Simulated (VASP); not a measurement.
# Al2Au (P1) in VASP: further runs

The runs below take Al2Au through single point, with r2SCAN+D3(BJ).

Program: VASP 6.6.1. These are calculated values, not measurements. Logs are shortened: lines on timing, memory, paths and dates and some standing lists are left out, and cuts for length are marked.

**1. The cell of the first run**

The typed cell holds 3 atoms: a = 4.215 Å, b = 4.212 Å, c = 4.292 Å, α = 59.86°, β = 60.09°, γ = 60.18°.

**2. Single point, r2SCAN+D3(BJ)**

File POSCAR:

```
Al2Au
1.0
    0.0065700000      2.9964300000      2.9644100000
    2.9991400000      0.0136400000      2.9573500000
    3.0396200000      3.0298500000     -0.0268400000
Al Au
2 1
Direct
    0.3008814058      0.2529174547      0.1854531374
    0.7680600000      0.7266100000      0.7436800000
    0.9971400000      0.9727200000      0.0173000000
```

File INCAR.step1:

```
ALGO = Normal ; EDIFF = 1E-5
ENCUT = 550 ; GGA = PE
GGA_COMPAT = F ; ISMEAR = -1
LASPH = T ; LCHARG = F
LREAL = F ; LWAVE = T
NBANDS = 16 ; NELM = 120
PREC = Accurate ; SIGMA = 0.02
```

File INCAR.step2:

```
ALGO = Normal ; EDIFF = 1E-6
ENCUT = 550 ; GGA_COMPAT = F
ISIF = 2 ; ISMEAR = -1
ISTART = 1 ; IVDW = 12
LASPH = T ; LCHARG = F
LMIXTAU = T ; LREAL = F
LWAVE = F ; METAGGA = R2SCAN
NBANDS = 16 ; NELM = 120
PREC = Accurate ; SIGMA = 0.02
VDW_A1 = 0.49484001 ; VDW_A2 = 5.73083694
VDW_S6 = 1.0 ; VDW_S8 = 0.78981345
```

File KPOINTS:

```
k-points
0
Gamma
  5 5 5
```

Potentials or basis: VASP PAW PBE potentials, release 64 (Al, Au).

The run is started by

```console
$ cat potpaw_PBE.64/Al/POTCAR potpaw_PBE.64/Au/POTCAR > POTCAR
$ cp INCAR.step1 INCAR
$ mpirun -np 1 vasp_std > vasp.out
$ cp INCAR.step2 INCAR
$ mpirun -np 1 vasp_std > vasp.out
```

OUTCAR:

```text
EDIFF = 1E-6
   ENCUT = 550
   ISIF = 2
   ISMEAR = -1
   ISTART = 1
   IVDW = 12
   LASPH = T
   LREAL = F
   METAGGA = R2SCAN
   NELM = 120
   PREC = Accurate
 IVDW          = 12

 ion  position               nearest neighbor table
   1  0.301  0.253  0.185-   3 2.41   3 2.49   3 2.61   2 2.80   3 2.91   2 2.92   2 2.93   2 3.09
                             2 3.12   2 3.15
   2  0.768  0.727  0.744-   3 2.54   3 2.59   3 2.60   3 2.66   1 2.80   1 2.92   1 2.93   1 3.09
                             1 3.12   1 3.15
   3  0.997  0.973  0.017-   1 2.41   1 2.49   2 2.54   2 2.59   2 2.60   1 2.61   2 2.66   1 2.91

  LATTYP: Found a triclinic cell.
 ALAT       =     7.2912314122
 B/A-ratio  =     0.5780938883
 C/A-ratio  =     0.8273593962
 COS(alpha) =     0.0031521661
 COS(beta)  =     0.4108736860
 COS(gamma) =     0.8653249235

  Lattice vectors:

 A1 = (  -3.0057100000,  -3.0100700000,  -5.9217600000)
 A2 = (  -0.0065700000,  -2.9964300000,  -2.9644100000)
 A3 = (  -6.0321900000,  -0.0470600000,   0.0339000000)

Analysis of symmetry for initial positions (statically):
=====================================================================
 Subroutine PRICEL returns:
 Original cell was already a primitive cell.

 Routine SETGRP: Setting up the symmetry group for a
 triclinic supercell.

 Subroutine GETGRP returns: Found  1 space group operations
 (whereof  1 operations were pure point group operations)
 out of a pool of  2 trial point group operations.

The static configuration has the point symmetry C_1 .

Analysis of symmetry for dynamics (positions and initial velocities):
=====================================================================
 Subroutine PRICEL returns:
 Original cell was already a primitive cell.

 Routine SETGRP: Setting up the symmetry group for a
 triclinic supercell.

 Subroutine GETGRP returns: Found  1 space group operations
 (whereof  1 operations were pure point group operations)
 out of a pool of  2 trial point group operations.

The dynamic configuration has the point symmetry C_1 .

 Subroutine INISYM returns: Found  1 space group operations
 (whereof  1 operations are pure point group operations),
 and found     1 'primitive' translations

----------------------------------------------------------------------------------------
[... 92 lines left out ...]
   LASPH  =      T    aspherical Exc in radial PAW
   ENCUT  =  550.0 eV  40.42 Ry    6.36 a.u.   8.06  8.05  8.21*2*pi/ulx,y,z
   NELM   =    120;   NELMIN=  2; NELMDL=  0     # of ELM steps
   EDIFF  = 0.1E-05   stopping-criterion for ELM
   LREAL  =      F    real-space projection
   EDIFFG = 0.1E-04   stopping-criterion for IOM
   NSW    =      0    number of steps for IOM
   IBRION =     -1    ionic relax: 0-MD 1-quasi-New 2-CG
   NFREE  =      0    steps in history (QN), initial steepest desc. (CG)
   ISIF   =      2    stress and relaxation
   ISYM   =      2    0-nonsym 1-usesym 2-fastsym
   POTIM  = 0.5000    time-step for ionic-motion
   TEBEG  =    0.0;   TEEND  =   0.0 temperature during run
   PSTRESS=    0.0 pullay stress
   NELECT =      17.0000    total number of electrons
   NUPDOWN=      -1.0000    fix difference up-down
   EMIN   =  10.00;   EMAX   =-10.00  energy-range for DOS
   EFERMI =   0.00;   METHOD = LEGACY
   ISMEAR =    -1;   SIGMA  =   0.02  broadening in eV -4-tet -1-fermi 0-gaus
   EFERMI_NEDOS =   21; number of points for ismear=-14 and -15
   IALGO  =     38    algorithm
   IMIX   =      4    mixing-type and parameters
     AMIX     =   0.40;   BMIX     =  1.00
     AMIX_MAG =   1.60;   BMIX_MAG =  1.00
  volume/ion in A,a.u.               =      17.98       121.32
  Fermi-wavevector in a.u.,A,eV,Ry     =   1.114144  2.105426 16.889128  1.241316
  Thomas-Fermi vector in A             =   2.250736
   LORBIT       =      0    0 simple, 1 ext, 2 COOP (PROOUT), +10 PAW based schemes
   METAGGA = R2SCAN    functional components
   LHFCALC =     F    Hartree Fock is set to
   AEXX    =    0.0000 exact exchange contribution
   IVDW    =    12    specifies the selected vdW correction
   LEPSILON=     F    determine dielectric tensor
   LRPA    =     F    only Hartree local field effects (RPA)
 non-spin polarized calculation
  energy-cutoff  :      550.00
  volume of cell :       53.93
 maximum number of plane-waves:      1593
   NGX = 17   NGY = 17   NGZ = 17

 number of electron      17.0000000 magnetization

 Free energy of the ion-electron system (eV)
  ---------------------------------------------------
  ext. energy  EPLUGINS =         0.00000000
  ---------------------------------------------------
  free energy    TOTEN  =       -65.32870771 eV

  energy without entropy =      -65.32756787  energy(sigma->0) =      -65.32813779

 E-fermi :   7.6181     XC(G=0): -11.2643

 val. band max:        7.6168691451   @ k =  -0.4000   0.4000   0.4000
 cond. band min:       7.6849477384   @ k =   0.2000   0.2000   0.0000
 fundamental gap:      0.0680785933
 Fermi energy:         7.6181025977

 k-point     1 :       0.0000    0.0000    0.0000
  band No.  band energies     occupation
      1      -3.4188      2.00000
      2       0.6371      2.00000
      3       0.6597      2.00000
      4       0.8677      2.00000
      5       1.6911      2.00000
      6       1.7711      2.00000
[... 433 lines left out ...]
      3       1.1296      2.00000
      4       1.1658      2.00000
      5       1.5615      2.00000
      6       1.8687      2.00000
[... 8 lines left out ...]
     15      17.5278      0.00000
     16      18.1007      0.00000

 [... further k-points ...]

------------------------ aborting loop because EDIFF is reached ----------------------------------------

 Edisp (eV)   -0.57014

 E8    (eV) :    -0.2028

  FORCE on cell =-STRESS in cart. coord.  units (eV):
  Direction    XX          YY          ZZ          XY          YZ          ZX
  --------------------------------------------------------------------------------------
  -------------------------------------------------------------------------------------
  Total       0.37656     0.52443     0.48045    -1.59466     0.61248     0.24044
  in kB      11.18657    15.57942    14.27266   -47.37272    18.19505     7.14267
  external pressure =       13.68 kB  Pullay stress =        0.00 kB

 VOLUME and BASIS-vectors are now :
 -----------------------------------------------------------------------------
  energy-cutoff  :      550.00
  volume of cell :       53.93
      direct lattice vectors                 reciprocal lattice vectors
     0.006570000  2.996430000  2.964410000    -0.166146677  0.168168172  0.167718847
     2.999140000  0.013640000  2.957350000     0.168027713 -0.167076791  0.168509068
     3.039620000  3.029850000 -0.026840000     0.163557599  0.164488265 -0.166627473

 POSITION                                       TOTAL-FORCE (eV/Angst)
 -----------------------------------------------------------------------------------
      1.32422      1.46692      1.63492         0.665214      0.036717     -1.366070
      4.44476      4.56459      4.40572         0.019579     -0.157706      0.158203
      2.97646      3.05354      5.83214        -0.684793      0.120989      1.207867
 -----------------------------------------------------------------------------------
    total drift:                                0.001586     -0.002886      0.000477

  FREE ENERGIE OF THE ION-ELECTRON SYSTEM (eV)
  ---------------------------------------------------
  free  energy   TOTEN  =       -65.8988509557 eV

  energy  without entropy=      -65.8977111146  energy(sigma->0) =      -65.89828104
```

Wall time 3.1 min (1 thread of Intel Xeon 8259CL, shared host); peak memory 0.24 GiB.

What came out:

```yaml
Free_energy: -65.8989 eV
Pressure: 1.4 GPa
Largest_force: 1.520 eV/Å
Band_gap_on_the_k_mesh: zero (an odd number of electrons rules out a gap without spin polarisation)
Dispersion_energy_per_atom: -0.190 eV
```

Forces in eV/Å, atoms in the order of the input:
```
Al   0.665  0.037 -1.366
Al   0.020 -0.158  0.158
Au  -0.685  0.121  1.208
```

Caveat: the k points lie up to 0.37 Å⁻¹ apart, too coarse for converged energies and pressures of a metal; the PAW data sets were made with another functional, which shifts forces and pressure a little; spin-orbit coupling is left out, which moves the levels of the heavy elements.

**3. Single point, r2SCAN+D3(BJ)**

POSCAR: that of step 2 with these lines changed.

```diff
@@ -8,3 +8,3 @@
 Direct
-    0.3008814058      0.2529174547      0.1854531374
+    0.3050743769      0.2571301814      0.1812874505
     0.7680600000      0.7266100000      0.7436800000
```

File INCAR.step1:

```
PREC = Accurate ; ENCUT = 550
ISMEAR = -1 ; SIGMA = 0.02
LREAL = F ; LASPH = T
NELM = 120 ; NBANDS = 16
GGA = PE ; ALGO = Normal
EDIFF = 1E-5 ; LWAVE = T
LCHARG = F ; GGA_COMPAT = F
```

File INCAR.step2:

```
PREC = Accurate ; ENCUT = 550
EDIFF = 1E-6 ; ISMEAR = -1
SIGMA = 0.02 ; LREAL = F
LASPH = T ; NELM = 120
ALGO = Normal ; ISIF = 2
LWAVE = F ; LCHARG = F
METAGGA = R2SCAN ; LMIXTAU = T
IVDW = 12 ; VDW_S6 = 1.0
VDW_S8 = 0.78981345 ; VDW_A1 = 0.49484001
VDW_A2 = 5.73083694 ; NBANDS = 16
ISTART = 1 ; GGA_COMPAT = F
```

File KPOINTS:

```
regular mesh
0
Gamma
  5 5 5
```

Potentials or basis: VASP PAW PBE potentials, release 64 (Al, Au).

The run is started by

```console
$ cat potpaw_PBE.64/Al/POTCAR potpaw_PBE.64/Au/POTCAR > POTCAR
$ cp INCAR.step1 INCAR
$ mpirun -np 1 vasp_std > vasp.out
$ cp INCAR.step2 INCAR
$ mpirun -np 1 vasp_std > vasp.out
```

It took 3 min on 1 thread of Intel Xeon 8259CL, shared host; peak memory 0.24 GiB.

Results (log left out):

```
Free energy                : -65.8625 eV
Pressure                   : 1.7 GPa
Largest force              : 1.678 eV/Å
Band gap on the k mesh     : zero (an odd number of electrons rules out a gap without spin polarisation)
Dispersion energy per atom : -0.190 eV
```

Forces on the atoms (eV/Å):
```
Al   0.649 -0.018 -1.547
Al   0.023 -0.155  0.228
Au  -0.672  0.173  1.319
```

Stress tensor (GPa, compression positive):
```
 1.45 -5.21  0.63
-5.21  1.92  1.83
 0.63  1.83  1.81
```

Levels at points of the mesh, in eV from the Fermi level:
```tsv
k point	band 5	band 6	band 7	band 8	band 9	band 10	band 11	band 12	band 13	band 14
(0.00, 0.00, 0.00)	-5.96	-5.87	2.49	2.74	3.12	3.32	4.23	4.48	4.54	6.09
```

Caveat: the k points lie up to 0.37 Å⁻¹ apart, too coarse for converged energies and pressures of a metal; the PAW data sets were made with another functional, which shifts forces and pressure a little; spin-orbit coupling is left out, which moves the levels of the heavy elements.
